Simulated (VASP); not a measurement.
# TiC (dpbe) (Fm-3m) in VASP: relaxation of cell and atoms with PBE

Aim: the relaxation of cell and atoms of TiC (dpbe) with PBE.

Program: VASP 6.6.1. These are calculated values, not measurements. Logs are shortened: lines on timing, memory, paths and dates and some standing lists are left out, and cuts for length are marked.

## (1) The cell of the first run

Symmetry: Fm-3m, No. 225, cubic system. Conventional cell: a = 4.333 Å, b = 4.333 Å, c = 4.333 Å, α = 90.00°, β = 90.00°, γ = 90.00°. Ti (site symmetry m-3m) has 6 C at 2.17 Å within 2.9 Å. Within 2.9 Å of C (site symmetry m-3m) lie 6 Ti at 2.17 Å.

## (2) Relaxation of cell and atoms, PBE

Contents of INCAR:

```
SYSTEM = TiC
PREC = Accurate ; ENCUT = 600
EDIFF = 1E-6 ; ISMEAR = -1
SIGMA = 0.15 ; LREAL = .FALSE.
LASPH = .TRUE. ; NELM = 80
ALGO = Normal ; ISIF = 3
LWAVE = .FALSE. ; LCHARG = .FALSE.
GGA = PE ; IBRION = 2
NSW = 80 ; EDIFFG = -0.001
```

Contents of KPOINTS:

```
regular mesh
0
G
  16 16 16
  0 0 0
```

Contents of POSCAR:

```
TiC
1.0
    0.0000000000      2.1662669572      2.1662669572
    2.1662669572      0.0000000000      2.1662669572
    2.1662669572      2.1662669572      0.0000000000
Ti C
1 1
Direct
    0.0000000000      0.0000000000      0.0000000000
    0.5000000000      0.5000000000      0.5000000000
```

Potentials or basis: VASP PAW PBE potentials, release 64 (Ti_sv, C).

Launch:

```
> cat potpaw_PBE.64/Ti_sv/POTCAR potpaw_PBE.64/C/POTCAR > POTCAR
> mpirun -np 1 vasp_std > vasp.out
```

OUTCAR:

```text
SYSTEM = TiC
   PREC = Accurate
   ENCUT = 600
   EDIFF = 1E-6
   ISMEAR = -1
   LREAL = .FALSE.
   LASPH = .TRUE.
   NELM = 80
   ISIF = 3
   GGA = PE
   IBRION = 2
   NSW = 80
   EDIFFG = -0.001

 ion  position               nearest neighbor table
   1  0.000  0.000  0.000-   2 2.17   2 2.17   2 2.17   2 2.17   2 2.17   2 2.17
   2  0.500  0.500  0.500-   1 2.17   1 2.17   1 2.17   1 2.17   1 2.17   1 2.17

  LATTYP: Found a face centered cubic cell.
 ALAT       =     4.3325339144

  Lattice vectors:

 A1 = (   0.0000000000,   2.1662669572,   2.1662669572)
 A2 = (   2.1662669572,   0.0000000000,   2.1662669572)
 A3 = (   2.1662669572,   2.1662669572,   0.0000000000)

Analysis of symmetry for initial positions (statically):
=====================================================================
 Subroutine PRICEL returns:
 Original cell was already a primitive cell.

 Routine SETGRP: Setting up the symmetry group for a
 face centered cubic supercell.

 Subroutine GETGRP returns: Found 48 space group operations
 (whereof 48 operations were pure point group operations)
 out of a pool of 48 trial point group operations.

The static configuration has the point symmetry O_h .

Analysis of symmetry for dynamics (positions and initial velocities):
=====================================================================
 Subroutine PRICEL returns:
 Original cell was already a primitive cell.

 Routine SETGRP: Setting up the symmetry group for a
 face centered cubic supercell.

 Subroutine GETGRP returns: Found 48 space group operations
 (whereof 48 operations were pure point group operations)
 out of a pool of 48 trial point group operations.

The dynamic configuration has the point symmetry O_h .

 Subroutine INISYM returns: Found 48 space group operations
 (whereof 48 operations are pure point group operations),
 and found     1 'primitive' translations

----------------------------------------------------------------------------------------

                                     Primitive cell

  volume of cell :      20.3313

  direct lattice vectors                    reciprocal lattice vectors
     0.000000000  2.166266957  2.166266957    -0.230811811  0.230811811  0.230811811
     2.166266957  0.000000000  2.166266957     0.230811811 -0.230811811  0.230811811
     2.166266957  2.166266957  0.000000000     0.230811811  0.230811811 -0.230811811

  length of vectors
     3.063564111  3.063564111  3.063564111     0.399777784  0.399777784  0.399777784

  position of ions in fractional coordinates (direct lattice)
     0.000000000  0.000000000  0.000000000
     0.500000000  0.500000000  0.500000000

  ion indices of the primitive-cell ions
   primitive index   ion index
                 1           1
                 2           2

----------------------------------------------------------------------------------------

 KPOINTS: regular mesh

Automatic generation of k-mesh.
 Grid dimensions read from file:
 generate k-points for:   16   16   16

 Generating k-lattice:

  Cartesian coordinates                     Fractional coordinates (reciprocal lattice)
    -0.014425738  0.014425738  0.014425738     0.062500000  0.000000000  0.000000000
     0.014425738 -0.014425738  0.014425738     0.000000000  0.062500000  0.000000000
     0.014425738  0.014425738 -0.014425738     0.000000000  0.000000000  0.062500000

  Length of vectors
     0.024986112  0.024986112  0.024986112

  Shift w.r.t. Gamma in fractional coordinates (k-lattice)
     0.000000000  0.000000000  0.000000000

 Subroutine IBZKPT returns following result:
 ===========================================

 Found    145 irreducible k-points:

 Following reciprocal coordinates:
            Coordinates               Weight
  0.000000  0.000000  0.000000      1.000000
  0.062500  0.000000  0.000000      8.000000
  0.125000  0.000000  0.000000      8.000000
  0.187500  0.000000  0.000000      8.000000
  0.250000  0.000000  0.000000      8.000000
  0.312500  0.000000  0.000000      8.000000
[... 16 lines left out ...]
 -0.125000  0.062500  0.000000     24.000000
 -0.062500  0.062500  0.000000     12.000000
 [... further k-points ...]
   k-points           NKPTS =    145   k-points in BZ     NKDIM =    145   number of bands    NBANDS=     12
   number of dos      NEDOS =    301   number of ions     NIONS =      2
   total plane-waves  NPLWV =  13824
   dimension x,y,z NGX =    24 NGY =   24 NGZ =   24
   dimension x,y,z NGXF=    48 NGYF=   48 NGZF=   48
   ions per type =               1   1
   NGX,Y,Z   is equivalent  to a cutoff of  13.02, 13.02, 13.02 a.u.
   NGXF,Y,Z  is equivalent  to a cutoff of  26.05, 26.05, 26.05 a.u.
 SYSTEM =  TiC
   PREC   = accura    normal or accurate (medium, high low for compatibility)
   ISTART =      0    job   : 0-new  1-cont  2-samecut
   ICHARG =      2    charge: 1-file 2-atom 10-const
   ISPIN  =      1    spin polarized calculation?
   LNONCOLLINEAR =      F non collinear calculations
   LSORBIT =      F    spin-orbit coupling
   LASPH  =      T    aspherical Exc in radial PAW
   ENCUT  =  600.0 eV  44.10 Ry    6.64 a.u.   6.12  6.12  6.12*2*pi/ulx,y,z
   NELM   =     80;   NELMIN=  2; NELMDL= -5     # of ELM steps
   EDIFF  = 0.1E-05   stopping-criterion for ELM
   LREAL  =      F    real-space projection
   EDIFFG = -.1E-02   stopping-criterion for IOM
   NSW    =     80    number of steps for IOM
   IBRION =      2    ionic relax: 0-MD 1-quasi-New 2-CG
   NFREE  =      1    steps in history (QN), initial steepest desc. (CG)
   ISIF   =      3    stress and relaxation
   ISYM   =      2    0-nonsym 1-usesym 2-fastsym
   POTIM  = 0.5000    time-step for ionic-motion
   TEBEG  =    0.0;   TEEND  =   0.0 temperature during run
   PSTRESS=    0.0 pullay stress
   NELECT =      16.0000    total number of electrons
   NUPDOWN=      -1.0000    fix difference up-down
   EMIN   =  10.00;   EMAX   =-10.00  energy-range for DOS
   EFERMI =   0.00;   METHOD = LEGACY
   ISMEAR =    -1;   SIGMA  =   0.15  broadening in eV -4-tet -1-fermi 0-gaus
   EFERMI_NEDOS =   21; number of points for ismear=-14 and -15
   IALGO  =     38    algorithm
   IMIX   =      4    mixing-type and parameters
     AMIX     =   0.40;   BMIX     =  1.00
     AMIX_MAG =   1.60;   BMIX_MAG =  1.00
  volume/ion in A,a.u.               =      10.17        68.60
  Fermi-wavevector in a.u.,A,eV,Ry     =   1.511447  2.856220 31.082119  2.284471
  Thomas-Fermi vector in A             =   2.621503
   LORBIT       =      0    0 simple, 1 ext, 2 COOP (PROOUT), +10 PAW based schemes
   GGA     = PE    functional components
   LHFCALC =     F    Hartree Fock is set to
   AEXX    =    0.0000 exact exchange contribution
   IVDW    =     0    specifies the selected vdW correction
   LEPSILON=     F    determine dielectric tensor
   LRPA    =     F    only Hartree local field effects (RPA)
 conjugate gradient relaxation of ions
 non-spin polarized calculation
  energy-cutoff  :      600.00
  volume of cell :       20.33
 maximum number of plane-waves:       700
   NGX = 13   NGY = 13   NGZ = 13

--------------------------------------- Ionic step        1  -------------------------------------------

 number of electron      16.0000000 magnetization

 Free energy of the ion-electron system (eV)
  ---------------------------------------------------
  ext. energy  EPLUGINS =         0.00000000
  ---------------------------------------------------
  free energy    TOTEN  =       -18.72141952 eV

  energy without entropy =      -18.69647785  energy(sigma->0) =      -18.70894869

------------------------ aborting loop because EDIFF is reached ----------------------------------------

  FORCE on cell =-STRESS in cart. coord.  units (eV):
  Direction    XX          YY          ZZ          XY          YZ          ZX
  --------------------------------------------------------------------------------------
  -------------------------------------------------------------------------------------
  Total        0.0310276      0.0310276      0.0310276      0.0000000      0.0000000     -0.0000000
  in kB        2.4450775      2.4450775      2.4450775      0.0000000      0.0000000     -0.0000000
  external PRESSURE =       2.4450775 kB  Pullay stress =       0.0000000 kB

 VOLUME and BASIS-vectors are now :
 -----------------------------------------------------------------------------
  energy-cutoff  :      600.00
  volume of cell :       20.33
      direct lattice vectors                 reciprocal lattice vectors
     0.000000000  2.166266957  2.166266957    -0.230811811  0.230811811  0.230811811
     2.166266957  0.000000000  2.166266957     0.230811811 -0.230811811  0.230811811
     2.166266957  2.166266957  0.000000000     0.230811811  0.230811811 -0.230811811
[... 37 lines left out ...]
 POSITION                                       TOTAL-FORCE (eV/Angst)
 -----------------------------------------------------------------------------------
      2.16789      2.16789      4.33578        -0.000000      0.000000     -0.000000
      2.16789      2.16789      2.16789         0.000000     -0.000000      0.000000
 -----------------------------------------------------------------------------------
    total drift:                               -0.000000     -0.000000     -0.000000

  FREE ENERGIE OF THE ION-ELECTRON SYSTEM (eV)
  ---------------------------------------------------
  free  energy   TOTEN  =       -18.7214127248 eV

  energy  without entropy=      -18.6964173716  energy(sigma->0) =      -18.70891505

--------------------------------------- Ionic step        3  -------------------------------------------

 number of electron      16.0000000 magnetization

 Free energy of the ion-electron system (eV)
  ---------------------------------------------------
  ext. energy  EPLUGINS =         0.00000000
  ---------------------------------------------------
  free energy    TOTEN  =       -18.72143607 eV

  energy without entropy =      -18.69646989  energy(sigma->0) =      -18.70895298

 E-fermi :   9.3878     XC(G=0): -12.6888

 val. band max:        9.3678861935   @ k =  -0.0625   0.0625   0.0000
 cond. band min:       9.3884705931   @ k =   0.1250   0.1250   0.0000
 fundamental gap:      0.0205843996
 Fermi energy:         9.3877872365

 k-point     1 :       0.0000    0.0000    0.0000
  band No.  band energies     occupation
      1     -47.1995      2.00000
      2     -23.2253      2.00000
      3     -23.2253      2.00000
      4     -23.2253      2.00000
      5      -2.9977      2.00000
      6      10.0861      0.01884
      7      10.0861      0.01884
      8      10.0861      0.01884
      9      11.0643      0.00003
     10      11.0643      0.00003
     11      11.0643      0.00003
     12      11.1025      0.00002

 k-point     2 :       0.0625    0.0000    0.0000
  band No.  band energies     occupation
      1     -47.1968      2.00000
      2     -23.2448      2.00000
      3     -23.2271      2.00000
      4     -23.2271      2.00000
      5      -2.9098      2.00000
      6       9.6416      0.31105
      7       9.8766      0.07400
      8       9.8767      0.07400
      9      10.4176      0.00208
     10      10.4176      0.00208
     11      11.3036      0.00001
     12      12.0871      0.00000
[... 316 lines left out ...]
 k-point    24 :      -0.0625    0.0625    0.0000
  band No.  band energies     occupation
      1     -47.1924      2.00000
      2     -23.2716      2.00000
      3     -23.2382      2.00000
      4     -23.2265      2.00000
      5      -2.7655      2.00000
      6       9.1743      1.61175
      7       9.3596      1.09352
      8       9.3679      1.06624
      9      10.1965      0.00907
     10      10.7694      0.00020
     11      11.6536      0.00000
     12      12.2095      0.00000

 [... further k-points ...]

------------------------ aborting loop because EDIFF is reached ----------------------------------------

  FORCE on cell =-STRESS in cart. coord.  units (eV):
  Direction    XX          YY          ZZ          XY          YZ          ZX
  --------------------------------------------------------------------------------------
  -------------------------------------------------------------------------------------
  Total       -0.0008705     -0.0008705     -0.0008705      0.0000000      0.0000000      0.0000000
  in kB       -0.0685279     -0.0685279     -0.0685279      0.0000000      0.0000000      0.0000000
  external PRESSURE =      -0.0685279 kB  Pullay stress =       0.0000000 kB

 VOLUME and BASIS-vectors are now :
 -----------------------------------------------------------------------------
  energy-cutoff  :      600.00
  volume of cell :       20.35
      direct lattice vectors                 reciprocal lattice vectors
     0.000000000  2.166979154  2.166979154    -0.230735953  0.230735953  0.230735953
     2.166979154  0.000000000  2.166979154     0.230735953 -0.230735953  0.230735953
     2.166979154  2.166979154  0.000000000     0.230735953  0.230735953 -0.230735953

 POSITION                                       TOTAL-FORCE (eV/Angst)
 -----------------------------------------------------------------------------------
      0.00000      0.00000      0.00000         0.000000      0.000000      0.000000
      2.16698      2.16698      2.16698        -0.000000     -0.000000     -0.000000
 -----------------------------------------------------------------------------------
    total drift:                                0.000000     -0.000000     -0.000000

  FREE ENERGIE OF THE ION-ELECTRON SYSTEM (eV)
  ---------------------------------------------------
  free  energy   TOTEN  =       -18.7214360684 eV

  energy  without entropy=      -18.6964698903  energy(sigma->0) =      -18.70895298

 reached required accuracy - stopping structural energy minimisation
```

Run time: 49 s. Hardware: 1 thread of Intel Xeon Platinum 8259CL at 2.50GHz (Skylake/Cascade Lake), shared host; peak memory 0.18 GiB.

What came out:

* Free energy: -18.7214 eV
* Relaxed volume: 10.18 Å³/atom
* Relaxed cell: a = 3.065 Å, b = 3.065 Å, c = 3.065 Å, α = 60.00°, β = 60.00°, γ = 60.00°
* Space group after relaxing (to 0.05 Å): Fm-3m (No. 225)
* Energy gained by relaxing: 0.0 meV/atom
* Ionic steps: 3
* Pressure after relaxing: 0.0 GPa
* Band gap on the k mesh: zero (band 8 reaches 10.09 eV, above the bottom of band 9 at 8.99 eV)

Final structure:
```
CELL_PARAMETERS angstrom
0.00000 2.16698 2.16698
2.16698 0.00000 2.16698
2.16698 2.16698 0.00000
ATOMIC_POSITIONS crystal
Ti 0.00000 0.00000 0.00000
C 0.50000 0.50000 0.50000
```

Levels at points of the mesh, in eV from the Fermi level:
| k point | band 5 | band 6 | band 7 | band 8 | band 9 | band 10 | band 11 | band 12 |
| --- | --- | --- | --- | --- | --- | --- | --- | --- |
| (0.00, 0.00, 0.00) | -12.39 | 0.70 | 0.70 | 0.70 | 1.68 | 1.68 | 1.68 | 1.71 |
| (0.50, 0.00, 0.00) | -8.92 | -5.83 | -2.88 | -2.88 | 2.91 | 2.91 | 4.09 | 8.14 |
| (0.50, 0.50, 0.00) | -10.11 | -3.43 | -1.60 | -0.03 | -0.03 | 2.71 | 3.51 | 3.51 |
